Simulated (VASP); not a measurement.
# PbS (Cmcm) in VASP: further runs, part 2 of 2

VASP 6.6.1. Earlier steps stand in the parts before.

## 3. Single point, r2SCAN+rVV10

Contents of POSCAR:

```
PbS
1.0
    2.0637484134     -5.8692756837      0.0000000000
    2.0637484134      5.8692756837      0.0000000000
    0.0000000000      0.0000000000      4.2604423684
Pb S
2 2
Direct
    0.8722772593      0.1277227407      0.7500000000
    0.1277227407      0.8722772593      0.2500000000
    0.6436799881      0.3563200119      0.7500000000
    0.3563200119      0.6436799881      0.2500000000
```

Contents of INCAR.step1:

```
SYSTEM = PbS
  ALGO = Normal
  EDIFF = 1E-4
  ENCUT = 520
  GGA = PE
  ISMEAR = -1
  LASPH = .True.
  LCHARG = .False.
  LREAL = .False.
  LWAVE = .True.
  NBANDS = 28
  NELM = 60
  PREC = Accurate
  SIGMA = 0.02
```

Contents of INCAR.step2:

```
SYSTEM = PbS
  ALGO = Normal
  BPARAM = 11.95
  CPARAM = 0.0093
  EDIFF = 1E-7
  ENCUT = 520
  ISIF = 2
  ISMEAR = -1
  ISTART = 1
  IVDW_NL = 2
  LASPH = .True.
  LCHARG = .True.
  LELF = .True.
  LMIXTAU = .True.
  LREAL = .False.
  LUSE_VDW = .True.
  LVHAR = .True.
  LWAVE = .False.
  METAGGA = R2SCAN
  NBANDS = 28
  NELM = 60
  PREC = Accurate
  SIGMA = 0.02
```

Contents of KPOINTS:

```
k-points
0
Gamma
  6 6 6
  0 0 0
```

Potentials or basis: VASP PAW PBE potentials, release 64 (Pb_d, S).

Command:

```bash
$ cat potpaw_PBE.64/Pb_d/POTCAR potpaw_PBE.64/S/POTCAR > POTCAR
$ cp INCAR.step1 INCAR
$ mpirun -np 1 vasp_std > vasp.out
$ cp INCAR.step2 INCAR
$ mpirun -np 1 vasp_std > vasp.out
```

OUTCAR:

```text
SYSTEM = PbS
   BPARAM = 11.95
   EDIFF = 1E-7
   ENCUT = 520
   ISIF = 2
   ISMEAR = -1
   ISTART = 1
   IVDW_NL = 2
   LASPH = .True.
   LREAL = .False.
   METAGGA = R2SCAN
   NELM = 60
   PREC = Accurate

 ion  position               nearest neighbor table
   1  0.872  0.128  0.750-   3 2.68   4 2.97   4 2.97   4 2.97   4 2.97   2 3.68   2 3.68   2 4.13
                             2 4.13   2 4.13   2 4.13
   2  0.128  0.872  0.250-   4 2.68   3 2.97   3 2.97   3 2.97   3 2.97   1 3.68   1 3.68   1 4.13
                             1 4.13   1 4.13   1 4.13
   3  0.644  0.356  0.750-   1 2.68   2 2.97   2 2.97   2 2.97   2 2.97
   4  0.356  0.644  0.250-   2 2.68   1 2.97   1 2.97   1 2.97   1 2.97

  LATTYP: Found a base centered orthorhombic cell.
 ALAT       =     4.1274968268
 B/A-ratio  =     2.8439879811
 C/A-ratio  =     1.0322097259

  Lattice vectors:

 A1 = (   2.0637484134,  -5.8692756837,   0.0000000000)
 A2 = (   2.0637484134,   5.8692756837,   0.0000000000)
 A3 = (   0.0000000000,   0.0000000000,   4.2604423684)

Analysis of symmetry for initial positions (statically):
[... 175 lines left out ...]
  ext. energy  EPLUGINS =         0.00000000
  ---------------------------------------------------
  free energy    TOTEN  =      -130.12977122 eV

  energy without entropy =     -130.12977122  energy(sigma->0) =     -130.12977122

 E-fermi :   5.5344     XC(G=0): -10.3589

 val. band max:        5.0815156592   @ k =   0.5000   0.5000   0.3333
 cond. band min:       6.4838457859   @ k =   0.5000   0.5000   0.0000
 fundamental gap:      1.4023301267
 Fermi energy:         5.5344405370

 k-point     1 :       0.0000    0.0000    0.0000
  band No.  band energies     occupation
      1     -11.9005      2.00000
      2     -11.7820      2.00000
      3     -11.7736      2.00000
      4     -11.7638      2.00000
      5     -11.7209      2.00000
      6     -11.7205      2.00000
[... 733 lines left out ...]
     27      12.8034      0.00000
     28      13.4463      0.00000

 [... further k-points ...]
[... 5 lines left out ...]
  --------------------------------------------------------------------------------------
  -------------------------------------------------------------------------------------
  Total        0.0976076      0.0769294      0.0925169      0.0000000      0.0000000      0.0000000
  in kB        1.5151936      1.1941993      1.4361700      0.0000000      0.0000000      0.0000000
  external PRESSURE =       1.3818543 kB  Pullay stress =       0.0000000 kB

 VOLUME and BASIS-vectors are now :
 -----------------------------------------------------------------------------
  energy-cutoff  :      520.00
  volume of cell :      103.21
      direct lattice vectors                 reciprocal lattice vectors
     2.063748413 -5.869275684  0.000000000     0.242277594 -0.085189387  0.000000000
     2.063748413  5.869275684  0.000000000     0.242277594  0.085189387  0.000000000
     0.000000000  0.000000000  4.260442368     0.000000000  0.000000000  0.234717410

 POSITION                                       TOTAL-FORCE (eV/Angst)
 -----------------------------------------------------------------------------------
      2.06375     -4.37000      3.19533         0.000000     -0.009330      0.000000
      2.06375      4.37000      1.06511         0.000000      0.009330     -0.000000
      2.06375     -1.68659      3.19533         0.000000      0.011937      0.000000
      2.06375      1.68659      1.06511         0.000000     -0.011937      0.000000
 -----------------------------------------------------------------------------------
    total drift:                                0.000000      0.000000     -0.000000

  FREE ENERGIE OF THE ION-ELECTRON SYSTEM (eV)
  ---------------------------------------------------
  free  energy   TOTEN  =      -130.1297712154 eV

  energy  without entropy=     -130.1297712154  energy(sigma->0) =     -130.12977122
```

Run time: 18 min. Hardware: 1 thread of AMD EPYC 7R13, shared host; peak memory 0.6 GiB.

Results:

```
Free energy            : -130.1298 eV
Pressure               : 0.1 GPa
Largest force          : 0.012 eV/Å
Band gap on the k mesh : 1.40 eV (least direct gap 1.64 eV)
```

Forces on the atoms (eV/Å):
```
Pb   0.000 -0.009  0.000
Pb   0.000  0.009  0.000
S    0.000  0.012  0.000
S    0.000 -0.012  0.000
```

Levels at points of the mesh, in eV from the valence-band top:
| k point | band 17 | band 18 | band 19 | band 20 | band 21 | band 22 | band 23 | band 24 |
| --- | --- | --- | --- | --- | --- | --- | --- | --- |
| (0.00, 0.00, 0.00) | -2.52 | -1.83 | -1.61 | -0.59 | 5.04 | 5.05 | 5.27 | 5.96 |
| (0.50, 0.00, 0.00) | -1.51 | -1.29 | -0.39 | -0.35 | 2.10 | 2.13 | 2.38 | 3.35 |
| (0.50, 0.50, 0.00) | -2.08 | -1.92 | -1.42 | -0.52 | 1.40 | 4.77 | 5.15 | 5.29 |
| (0.00, 0.00, 0.50) | -1.24 | -1.24 | -0.09 | -0.09 | 2.12 | 2.12 | 3.05 | 3.05 |
| (0.50, 0.00, 0.50) | -3.36 | -3.36 | -1.53 | -1.53 | 3.70 | 3.70 | 5.76 | 5.76 |
| (0.50, 0.50, 0.50) | -1.28 | -1.28 | -0.47 | -0.47 | 2.05 | 2.05 | 3.55 | 3.55 |

Caveat: the PAW data sets were made with another functional, which shifts forces and pressure a little; spin-orbit coupling is left out, which moves the levels of the heavy elements.

## 4. Single point, r2SCAN

POSCAR is that of step 3.

Contents of INCAR.step1:

```
SYSTEM = PbS
  PREC = Accurate
  ENCUT = 520
  ISMEAR = 0
  SIGMA = 0.01
  LREAL = .FALSE.
  LASPH = .TRUE.
  NELM = 100
  NBANDS = 28
  GGA = PE
  ALGO = Normal
  EDIFF = 1E-4
  LWAVE = .TRUE.
  LCHARG = .FALSE.
```

Contents of INCAR.step2:

```
SYSTEM = PbS
  PREC = Accurate
  ENCUT = 520
  EDIFF = 1E-6
  ISMEAR = 0
  SIGMA = 0.01
  LREAL = .FALSE.
  LASPH = .TRUE.
  NELM = 100
  ALGO = Normal
  ISIF = 2
  LWAVE = .FALSE.
  LCHARG = .FALSE.
  METAGGA = R2SCAN
  LMIXTAU = .TRUE.
  NBANDS = 28
  ISTART = 1
```

Contents of KPOINTS:

```
regular mesh
0
G
  6 6 6
  0 0 0
```

Command:

```bash
$ cat potpaw_PBE.64/Pb_d/POTCAR potpaw_PBE.64/S/POTCAR > POTCAR
$ cp INCAR.step1 INCAR
$ mpirun -np 1 vasp_std > vasp.out
$ cp INCAR.step2 INCAR
$ mpirun -np 1 vasp_std > vasp.out
```

Wall time 15 min (1 thread of AMD EPYC 7R13, shared host); peak memory 0.33 GiB.

Results (log left out):

```yaml
Free_energy: -131.1224 eV
Pressure: 1.0 GPa
Largest_force: 0.020 eV/Å
Band_gap_on_the_k_mesh: 1.43 eV (least direct gap 1.67 eV)
```

Forces in eV/Å, atoms in the order of the input:
```
Pb   0.000  0.020  0.000
Pb   0.000 -0.020  0.000
S    0.000 -0.008  0.000
S    0.000  0.008  0.000
```

Levels at points of the mesh, in eV from the valence-band top:
| k point | band 17 | band 18 | band 19 | band 20 | band 21 | band 22 | band 23 | band 24 |
| --- | --- | --- | --- | --- | --- | --- | --- | --- |
| (0.00, 0.00, 0.00) | -2.51 | -1.82 | -1.60 | -0.58 | 5.08 | 5.09 | 5.29 | 5.98 |
| (0.50, 0.00, 0.00) | -1.50 | -1.28 | -0.38 | -0.34 | 2.13 | 2.16 | 2.40 | 3.37 |
| (0.50, 0.50, 0.00) | -2.07 | -1.91 | -1.42 | -0.51 | 1.43 | 4.78 | 5.21 | 5.33 |
| (0.00, 0.00, 0.50) | -1.23 | -1.23 | -0.08 | -0.08 | 2.15 | 2.15 | 3.07 | 3.07 |
| (0.50, 0.00, 0.50) | -3.34 | -3.34 | -1.52 | -1.52 | 3.74 | 3.74 | 5.78 | 5.78 |
| (0.50, 0.50, 0.50) | -1.27 | -1.27 | -0.45 | -0.45 | 2.07 | 2.07 | 3.56 | 3.56 |

Caveat: the PAW data sets were made with another functional, which shifts forces and pressure a little; spin-orbit coupling is left out, which moves the levels of the heavy elements.

## 5. Single point, PBE, non-collinear spin, zero start, spin-orbit coupling

Contents of INCAR:

```
PREC = Accurate ; ENCUT = 520
EDIFF = 1E-6 ; ISMEAR = -1
SIGMA = 0.02 ; LREAL = F
LASPH = T ; NELM = 150
ALGO = Normal ; ISIF = 2
LWAVE = F ; LCHARG = F
MAGMOM = 0 0 0 0 0 0 0 0 0 0 0 0 ; LORBIT = 11
LSORBIT = T ; GGA_COMPAT = F
LORBMOM = T ; GGA = PE
NBANDS = 54
```

Contents of KPOINTS:

```
Automatic mesh
0
Gamma
  6 6 6
```

POSCAR is that of step 4.

Command:

```bash
$ cat potpaw_PBE.64/Pb_d/POTCAR potpaw_PBE.64/S/POTCAR > POTCAR
$ mpirun -np 1 vasp_ncl > vasp.out
```

Wall time 20 min (1 thread of Oxide Virtual Turin-like, shared host); peak memory 0.75 GiB.

Results (log left out):

```
Free energy                                           : -18.1327 eV
Pressure                                              : 1.9 GPa
Largest force                                         : 0.075 eV/Å
Net moment                                            : 0.00 μB per cell
Valence electrons inside the program's atomic spheres : Pb 11.87; S 3.69
```

Forces in eV/Å, atoms in the order of the input:
```
Pb   0.000 -0.024  0.000
Pb   0.000  0.024  0.000
S    0.000  0.075  0.000
S    0.000 -0.075  0.000
```

Stress tensor (GPa, compression positive):
```
1.90 0.00 0.00
0.00 2.01 0.00
0.00 0.00 1.81
```

Moments on the atoms (μB; x, y, z):
```
Pb  0.00 0.00 0.00
Pb  0.00 0.00 0.00
S   0.00 0.00 0.00
S   0.00 0.00 0.00
```

## 6. The runs side by side

| level | potentials or basis | spin | smearing | gap on the mesh (eV) | pressure (GPa) | largest force (eV/Å) |
| --- | --- | --- | --- | --- | --- | --- |
| LDA | VASP PAW LDA potentials, release 64 (Pb_d, S) | off | gaussian 0.01 eV | 1.03 | -2.7 | 0.09 |
| r2SCAN+rVV10 | VASP PAW PBE potentials, release 64 (Pb_d, S) | off | fermi-dirac 0.02 eV | 1.40 | 0.1 | 0.01 |
| r2SCAN | VASP PAW PBE potentials, release 64 (Pb_d, S) | off | gaussian 0.01 eV | 1.43 | 1.0 | 0.02 |
| PBE | VASP PAW PBE potentials, release 64 (Pb_d, S) | non-collinear, zero start, SOC | fermi-dirac 0.02 eV | - | 1.9 | 0.08 |

Alike in all rows: task single point; cell as given; k mesh 6 × 6 × 6; cutoff (eV) 520.

Caveats: spin-orbit coupling is left out, which moves the levels of the heavy elements (at least some runs); the PAW data sets were made with another functional, which shifts forces and pressure a little (at least some runs).

Total energies depend on the potentials used, so only differences within one code and one set of settings carry meaning.
